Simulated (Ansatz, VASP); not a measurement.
**One calculation of Ir, two programs**

```xyz
1
Lattice="-1.5833 1.5833 1.5833 1.5833 -1.5833 1.5833 1.5833 1.5833 -1.5833" Properties=species:S:1:pos:R:3 pbc="T T T"
Ir    0.0000    0.0000    0.0000
```

Alike in both runs: functional BLYP; k mesh 14 × 14 × 14; occupations fermi-dirac, width 0.1 eV; no spin polarisation.

Ansatz relaxed the structure, and its values are those at the end. VASP's run is a single point on that final structure, the one shown.

```csv
,VASP,Ansatz
version,VASP 6.6.1,Ansatz 0.2.0
potentials or method,"VASP PAW PBE potentials, release 64 (Ir_sv_GW), cutoff 560 eV","plane waves (420 eV) with PAW, scalar-relativistic"
valence electrons in the cell,17,17
```

|  | VASP | Ansatz | Ansatz less VASP |
| --- | --- | --- | --- |
| pressure (GPa) | -0.3 | 0.0 | +0.34 |

VASP's potentials were made for PBE, not for BLYP.

Neither program's run includes spin-orbit coupling.
